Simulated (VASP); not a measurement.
# AlN (P6_3mc) in VASP: notebook

AlN is run at these levels: LDA; tasks: single point.

Program: VASP 6.6.1. These are calculated values, not measurements. Logs are shortened: lines on timing, memory, paths and dates and some standing lists are left out, and cuts for length are marked.

## Step 1: The cell of the first run

It takes space group P6_3mc (No. 186, hexagonal). The conventional cell has a = 3.111 Å, b = 3.111 Å, c = 4.978 Å, α = 90.00°, β = 90.00°, γ = 120.00°. Al (site symmetry 3m) has 4 N at 1.89 to 1.92 Å within 2.5 Å. N (site symmetry 3m) has 4 Al at 1.89 to 1.92 Å within 2.5 Å.

## Step 2: Single point, LDA

Contents of INCAR:

```
SYSTEM = AlN
PREC     = Accurate       ! precision mode
ENCUT    = 520            ! plane-wave cutoff, eV
EDIFF    = 1E-6           ! SCF threshold, eV
ISMEAR   = 0              ! smearing method
SIGMA    = 0.05           ! smearing width, eV
LREAL    = .FALSE.        ! projectors in reciprocal space
LASPH    = .TRUE.         ! aspherical terms in the spheres
NELM     = 60             ! most SCF steps
ALGO     = Normal         ! electronic algorithm
ISIF     = 2              ! what is computed and relaxed
LWAVE    = .FALSE.        ! write WAVECAR
LCHARG   = .FALSE.        ! write CHGCAR
NBANDS   = 26             ! bands
```

Contents of KPOINTS:

```
Automatic mesh
0
G
  8 8 3
  0 0 0
```

Contents of POSCAR:

```
AlN
1.0
   -3.1110021516      0.0000000000      0.0000000000
   -1.5555010758     -2.6942068945      0.0000000000
    0.0000000000      0.0000000000      9.9560000000
Al N
4 4
Direct
    0.3333333333      0.3333333333      0.0000000000
    0.3333333333      0.3333333333      0.5000000000
    0.6666666667      0.6666666667      0.2500000000
    0.6666666667      0.6666666667      0.7500000000
    0.3333333333      0.3333333333      0.1925000000
    0.3333333333      0.3333333333      0.6925000000
    0.6666666667      0.6666666667      0.4425000000
    0.6666666667      0.6666666667      0.9425000000
```

Potentials or basis: VASP PAW LDA potentials, release 64 (Al, N).

Started as:

```console
> cat potpaw_LDA.64/Al/POTCAR potpaw_LDA.64/N/POTCAR > POTCAR
> mpirun -np 1 vasp_std > vasp.out
```

OUTCAR:

```text
SYSTEM = AlN
   PREC = Accurate
   ENCUT = 520
   EDIFF = 1E-6
   ISMEAR = 0
   LREAL = .FALSE.
   LASPH = .TRUE.
   NELM = 60
   ISIF = 2

 ion  position               nearest neighbor table
   1  0.333  0.333  0.000-   8 1.89   8 1.89   8 1.89   5 1.92   3 3.07   4 3.07   4 3.07   3 3.07
                             3 3.07   4 3.07
   2  0.333  0.333  0.500-   7 1.89   7 1.89   7 1.89   6 1.92   3 3.07   4 3.07   4 3.07   3 3.07
                             3 3.07   4 3.07
   3  0.667  0.667  0.250-   5 1.89   5 1.89   5 1.89   7 1.92   2 3.07   1 3.07   1 3.07   2 3.07
                             1 3.07   2 3.07
   4  0.667  0.667  0.750-   6 1.89   6 1.89   6 1.89   8 1.92   2 3.07   1 3.07   1 3.07   2 3.07
                             1 3.07   2 3.07
   5  0.333  0.333  0.193-   3 1.89   3 1.89   3 1.89   1 1.92
   6  0.333  0.333  0.693-   4 1.89   4 1.89   4 1.89   2 1.92
   7  0.667  0.667  0.443-   2 1.89   2 1.89   2 1.89   3 1.92
   8  0.667  0.667  0.943-   1 1.89   1 1.89   1 1.89   4 1.92
[... 7 lines left out ...]
 A1 = (   1.5555010758,   2.6942068945,   0.0000000000)
 A2 = (  -3.1110021516,   0.0000000000,   0.0000000000)
 A3 = (   0.0000000000,   0.0000000000,   9.9560000000)

Analysis of symmetry for initial positions (statically):
=====================================================================
 Subroutine PRICEL returns following result:

  LATTYP: Found a hexagonal cell.
 ALAT       =     3.1110021516
 C/A-ratio  =     1.6001274694

  Lattice vectors:

 A1 = (   1.5555010758,   2.6942068945,   0.0000000000)
 A2 = (  -3.1110021516,   0.0000000000,   0.0000000000)
 A3 = (   0.0000000000,   0.0000000000,   4.9780000000)

   2 primitive cells build up your supercell.

 Routine SETGRP: Setting up the symmetry group for a
 hexagonal supercell.

 Subroutine GETGRP returns: Found 12 space group operations
 (whereof  6 operations were pure point group operations)
 out of a pool of 24 trial point group operations.

The static configuration has the point symmetry C_3v.
 The point group associated with its full space group is C_6v.

Analysis of symmetry for dynamics (positions and initial velocities):
=====================================================================
 Subroutine PRICEL returns following result:

  LATTYP: Found a hexagonal cell.
 ALAT       =     3.1110021516
 C/A-ratio  =     1.6001274694

  Lattice vectors:

 A1 = (   1.5555010758,   2.6942068945,   0.0000000000)
 A2 = (  -3.1110021516,   0.0000000000,   0.0000000000)
 A3 = (   0.0000000000,   0.0000000000,   4.9780000000)

[... 107 lines left out ...]
   ENCUT  =  520.0 eV  38.22 Ry    6.18 a.u.   5.78  5.78 18.51*2*pi/ulx,y,z
   NELM   =     60;   NELMIN=  2; NELMDL= -5     # of ELM steps
   EDIFF  = 0.1E-05   stopping-criterion for ELM
   LREAL  =      F    real-space projection
[... 7 lines left out ...]
   TEBEG  =    0.0;   TEEND  =   0.0 temperature during run
   PSTRESS=    0.0 pullay stress
   NELECT =      32.0000    total number of electrons
   NUPDOWN=      -1.0000    fix difference up-down
   EMIN   =  10.00;   EMAX   =-10.00  energy-range for DOS
   EFERMI =   0.00;   METHOD = LEGACY
   ISMEAR =     0;   SIGMA  =   0.05  broadening in eV -4-tet -1-fermi 0-gaus
   EFERMI_NEDOS =   21; number of points for ismear=-14 and -15
   IALGO  =     38    algorithm
   IMIX   =      4    mixing-type and parameters
     AMIX     =   0.40;   BMIX     =  1.00
     AMIX_MAG =   1.60;   BMIX_MAG =  1.00
  volume/ion in A,a.u.               =      10.43        70.39
  Fermi-wavevector in a.u.,A,eV,Ry     =   1.189377  2.247596 19.247033  1.414617
  Thomas-Fermi vector in A             =   2.325485
   LORBIT       =      0    0 simple, 1 ext, 2 COOP (PROOUT), +10 PAW based schemes
   GGA     = CA    functional components
   LHFCALC =     F    Hartree Fock is set to
   AEXX    =    0.0000 exact exchange contribution
   IVDW    =     0    specifies the selected vdW correction
   LEPSILON=     F    determine dielectric tensor
   LRPA    =     F    only Hartree local field effects (RPA)
 non-spin polarized calculation
 Gauss-broadening in eV      SIGMA  =   0.05
  energy-cutoff  :      520.00
  volume of cell :       83.45
 maximum number of plane-waves:      2260
   NGX = 11   NGY = 11   NGZ = 37

 number of electron      32.0000004 magnetization

 Free energy of the ion-electron system (eV)
  ---------------------------------------------------
  ext. energy  EPLUGINS =         0.00000000
  ---------------------------------------------------
  free energy    TOTEN  =       -65.65950797 eV

  energy without entropy =      -65.65950797  energy(sigma->0) =      -65.65950797

 E-fermi :   6.1800     XC(G=0): -11.2499

 val. band max:        5.9559446550   @ k =   0.0000   0.0000   0.0000
 cond. band min:      10.1426197950   @ k =   0.0000   0.0000   0.0000
 fundamental gap:      4.1866751400
 Fermi energy:         6.1800224315

 k-point     1 :       0.0000    0.0000    0.0000
  band No.  band energies     occupation
      1      -9.1358      2.00000
      2      -8.2251      2.00000
      3      -8.2251      2.00000
      4      -6.9115      2.00000
      5      -0.1323      2.00000
      6       2.5938      2.00000
[... 569 lines left out ...]
     25      17.1159      0.00000
     26      17.4037      0.00000

------------------------ aborting loop because EDIFF is reached ----------------------------------------

  FORCE on cell =-STRESS in cart. coord.  units (eV):
  Direction    XX          YY          ZZ          XY          YZ          ZX
  --------------------------------------------------------------------------------------
  -------------------------------------------------------------------------------------
  Total       -1.7178695     -1.7178695     -2.5363857      0.0000000      0.0000000      0.0000000
  in kB      -32.9825796    -32.9825796    -48.6978442      0.0000000      0.0000000      0.0000000
  external PRESSURE =     -38.2210011 kB  Pullay stress =       0.0000000 kB

 VOLUME and BASIS-vectors are now :
 -----------------------------------------------------------------------------
  energy-cutoff  :      520.00
  volume of cell :       83.45
      direct lattice vectors                 reciprocal lattice vectors
    -3.111002152  0.000000000  0.000000000    -0.321439829  0.185583372  0.000000000
    -1.555501076 -2.694206895  0.000000000     0.000000000 -0.371166744  0.000000000
     0.000000000  0.000000000  9.956000000     0.000000000  0.000000000  0.100441945

 POSITION                                       TOTAL-FORCE (eV/Angst)
 -----------------------------------------------------------------------------------
     -1.55550     -0.89807      0.00000        -0.000000     -0.000000      0.186254
     -1.55550     -0.89807      4.97800        -0.000000     -0.000000      0.186254
     -3.11100     -1.79614      2.48900         0.000000      0.000000      0.186254
     -3.11100     -1.79614      7.46700         0.000000     -0.000000      0.186254
     -1.55550     -0.89807      1.91653        -0.000000     -0.000000     -0.186254
     -1.55550     -0.89807      6.89453        -0.000000     -0.000000     -0.186254
     -3.11100     -1.79614      4.40553         0.000000      0.000000     -0.186254
     -3.11100     -1.79614      9.38353         0.000000      0.000000     -0.186254
 -----------------------------------------------------------------------------------
    total drift:                                0.000000      0.000000      0.001281

  FREE ENERGIE OF THE ION-ELECTRON SYSTEM (eV)
  ---------------------------------------------------
  free  energy   TOTEN  =       -65.6595079729 eV

  energy  without entropy=      -65.6595079729  energy(sigma->0) =      -65.65950797
```

OSZICAR:

```text
N       E                     dE             d eps       ncg     rms          rms(c)
DAV:   1     0.980471991406E+02    0.98047E+02   -0.14810E+04  1040   0.111E+03
DAV:   2    -0.668731873892E+02   -0.16492E+03   -0.15503E+03  1386   0.217E+02
DAV:   3    -0.756928377820E+02   -0.88197E+01   -0.87718E+01  1422   0.507E+01
DAV:   4    -0.757603769252E+02   -0.67539E-01   -0.67502E-01  1224   0.519E+00
DAV:   5    -0.757611822411E+02   -0.80532E-03   -0.80508E-03  1406   0.554E-01    0.173E+01
DAV:   6    -0.658580005693E+02    0.99032E+01   -0.32428E+01  1264   0.295E+01    0.620E+00
DAV:   7    -0.657816113341E+02    0.76389E-01   -0.14683E+00  1262   0.566E+00    0.401E+00
DAV:   8    -0.656716509288E+02    0.10996E+00   -0.15968E-01  1220   0.262E+00    0.679E-01
DAV:   9    -0.656593413635E+02    0.12310E-01   -0.23881E-02  1366   0.767E-01    0.273E-01
DAV:  10    -0.656596211146E+02   -0.27975E-03   -0.18529E-03  1278   0.217E-01    0.136E-01
DAV:  11    -0.656595080452E+02    0.11307E-03   -0.29457E-04  1214   0.979E-02    0.240E-02
DAV:  12    -0.656595079729E+02    0.72359E-07   -0.37635E-06  1182   0.112E-02
   1 F= -.65659508E+02 E0= -.65659508E+02  d E =-.278340E-12
```

Wall time 12 s (1 thread of Intel Xeon 6975P-C (Granite Rapids), shared host); peak memory 0.17 GiB.

What came out:

* Free energy: -65.6595 eV
* Pressure: -3.8 GPa
* Largest force: 0.186 eV/Å
* Band gap on the k mesh: 4.19 eV

Forces on the atoms (eV/Å):
```
Al   0.000  0.000  0.186
Al   0.000  0.000  0.186
Al   0.000  0.000  0.186
Al   0.000  0.000  0.186
N    0.000  0.000 -0.186
N    0.000  0.000 -0.186
N    0.000  0.000 -0.186
N    0.000  0.000 -0.186
```

Stress tensor (GPa, compression positive):
```
-3.30  0.00  0.00
 0.00 -3.30  0.00
 0.00  0.00 -4.87
```

A k mesh can miss the band edges. As with any semilocal functional, this LDA gap is likely too small.

## Step 3: Single point, LDA

This run uses another cell than the first one: it holds 4 atoms, not 8.

Contents of INCAR:

```
SYSTEM = AlN
PREC = Accurate ; ENCUT = 520
EDIFF = 1E-6 ; ISMEAR = 0
SIGMA = 0.05 ; LREAL = .FALSE.
LASPH = .TRUE. ; NELM = 60
ALGO = Normal ; ISIF = 2
LWAVE = .FALSE. ; LCHARG = .FALSE.
GGA = CA ; NBANDS = 16
```

Contents of KPOINTS:

```
regular mesh
0
G
  9 9 6
  0 0 0
```

Contents of POSCAR:

```
AlN
1.0
    3.1110021516      0.0000000000      0.0000000000
   -1.5555010758      2.6942068945      0.0000000000
    0.0000000000      0.0000000000      4.9780000000
Al N
2 2
Direct
    0.3333333333      0.6666666667      0.0000000000
    0.6666666667      0.3333333333      0.5000000000
    0.3333333333      0.6666666667      0.3850000000
    0.6666666667      0.3333333333      0.8850000000
```

Potentials or basis: VASP PAW LDA potentials, release 64 (Al, N).

Started as:

```console
> cat potpaw_LDA.64/Al/POTCAR potpaw_LDA.64/N/POTCAR > POTCAR
> mpirun -np 1 vasp_std > vasp.out
```

It took 20 s on 1 thread of AMD EPYC 7R13 (Zen 3), shared host; peak memory 0.12 GiB.

The run converged. Its results:

| Quantity | Value |
| --- | --- |
| Free energy | -32.8298 eV |
| Pressure | -3.8 GPa |
| Largest force | 0.186 eV/Å |
| Band gap on the k mesh | 4.19 eV, direct |

Forces on the atoms (eV/Å):
```
Al   0.000  0.000  0.186
Al   0.000  0.000  0.186
N    0.000  0.000 -0.186
N    0.000  0.000 -0.186
```

Stress tensor (GPa, compression positive):
```
-3.29  0.00  0.00
 0.00 -3.29  0.00
 0.00  0.00 -4.86
```

Levels at points of the mesh, in eV from the valence-band top:
| k point | band 6 | band 7 | band 8 | band 9 | band 10 | band 11 |
| --- | --- | --- | --- | --- | --- | --- |
| (0.00, 0.00, 0.00) | -0.29 | -0.29 | 0.00 | 4.19 | 6.50 | 10.47 |
| (0.00, 0.00, 0.50) | -0.63 | -0.63 | -0.63 | 6.39 | 6.39 | 10.10 |

A k mesh can miss the band edges.

## Step 4: Single point, LDA

This run uses another cell than the first one: it holds 4 atoms, not 8.

Contents of INCAR:

```
PREC     = Accurate       # precision mode
ENCUT    = 520            # plane-wave cutoff, eV
EDIFF    = 1E-6           # SCF threshold, eV
ISMEAR   = 0              # smearing method
SIGMA    = 0.05           # smearing width, eV
LREAL    = False          # projectors in reciprocal space
LASPH    = True           # aspherical terms in the spheres
NELM     = 100            # most SCF steps
ALGO     = Normal         # electronic algorithm
ISIF     = 2              # what is computed and relaxed
LWAVE    = False          # write WAVECAR
LCHARG   = True           # write CHGCAR
LELF     = True           # ELF
LVHAR    = True         
NBANDS   = 16             # bands
```

Contents of KPOINTS:

```
Automatic mesh
0
Gamma
  9 9 6
```

POSCAR is that of step 3.

Started as:

```console
> cat potpaw_LDA.64/Al/POTCAR potpaw_LDA.64/N/POTCAR > POTCAR
> mpirun -np 1 vasp_std > vasp.out
```

Run time: 21 s. Hardware: 1 thread of AMD EPYC 7R13 (Zen 3), shared host; peak memory 0.12 GiB.

Results (log left out):

| Quantity | Value |
| --- | --- |
| Free energy | -32.8298 eV |
| Pressure | -3.8 GPa |
| Largest force | 0.186 eV/Å |
| Band gap on the k mesh | 4.19 eV, direct |

Forces in eV/Å, atoms in the order of the input:
```
Al   0.000  0.000  0.186
Al   0.000  0.000  0.186
N    0.000  0.000 -0.186
N    0.000  0.000 -0.186
```

Stress tensor (GPa, compression positive):
```
-3.29  0.00  0.00
 0.00 -3.29  0.00
 0.00  0.00 -4.86
```

Levels at points of the mesh, in eV from the valence-band top:
| k point | band 6 | band 7 | band 8 | band 9 | band 10 | band 11 |
| --- | --- | --- | --- | --- | --- | --- |
| (0.00, 0.00, 0.00) | -0.29 | -0.29 | 0.00 | 4.19 | 6.50 | 10.47 |
| (0.00, 0.00, 0.50) | -0.63 | -0.63 | -0.63 | 6.39 | 6.39 | 10.10 |
